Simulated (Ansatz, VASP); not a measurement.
# AlNi in VASP and in Ansatz

Contents of INCAR:

```
SYSTEM = AlNi
PREC = Accurate ; ENCUT = 520
EDIFF = 1E-6 ; ISMEAR = 0
SIGMA = 0.15 ; LREAL = .False.
LASPH = .True. ; NELM = 80
ALGO = Fast ; ISIF = 2
LWAVE = .False. ; LCHARG = .False.
GGA = PE ; NBANDS = 14
```

KPOINTS

```
regular mesh
0
Gamma
  16 16 16
  0 0 0
```

POSCAR

```
AlNi
1.0
    2.0766483773     -2.0766140125      0.0000000000
    2.0766483773      2.0766140125      0.0000000000
    0.0000000000      0.0000000000      2.9004437058
Al Ni
1 1
Direct
    0.0000000000      0.0000000000      0.0000000000
    0.5000000000      0.5000000000      0.5000000000
```

Input for Ansatz:

```yaml
crystal:
  lattice:
    - [2.0766483773, -2.0766140125, 0.0]
    - [2.0766483773, 2.0766140125, 0.0]
    - [0.0, 0.0, 2.9004437058]
  atoms:
    - { symbol: Al, position: [0.0, 0.0, 0.0] }
    - { symbol: Ni, position: [0.5, 0.5, 0.5] }
basis:
  ecutwfc: 520.0
kpoints:
  mp_grid: { grid: [16, 16, 16] }
hamiltonian:
  xc: pbe
  pseudopotentials: { kind: paw, azcp: { folder: soft_1 } }
scf:
  occupations: { method: gaussian, width: 0.15 }
output:
  forces: true
  stress: true
  eigenvalues: true
```

Alike in both runs: task single point; functional PBE; k mesh 16 × 16 × 16; occupations gaussian, width 0.15 eV; no spin polarisation.

|  | VASP | Ansatz |
| --- | --- | --- |
| version | VASP 6.6.1 | Ansatz 0.2.0 |
| potentials or method | VASP PAW PBE potentials, release 64 (Al, Ni), cutoff 520 eV | scalar-relativistic, plane waves, PAW |
| valence electrons in the cell | 13 | 21 |

VASP gave:

```
gap on the k mesh at the Fermi level (eV)                     : none
pressure (GPa)                                                : -4.9
traceless stress, the component that is largest in VASP (GPa) : 0.62
```

Estimate Ansatz's values.

gap on the k mesh at the Fermi level (eV): none; pressure (GPa): -4.9; traceless stress, the component that is largest in VASP (GPa): 0.61.

A gap of «none» marks a metal or a gap that the smearing closes. VASP's potentials hold 13 valence electrons a cell and Ansatz's 21, so a difference there can come from the potentials and not from the codes. Ansatz's warnings: near symmetry operations not taken.
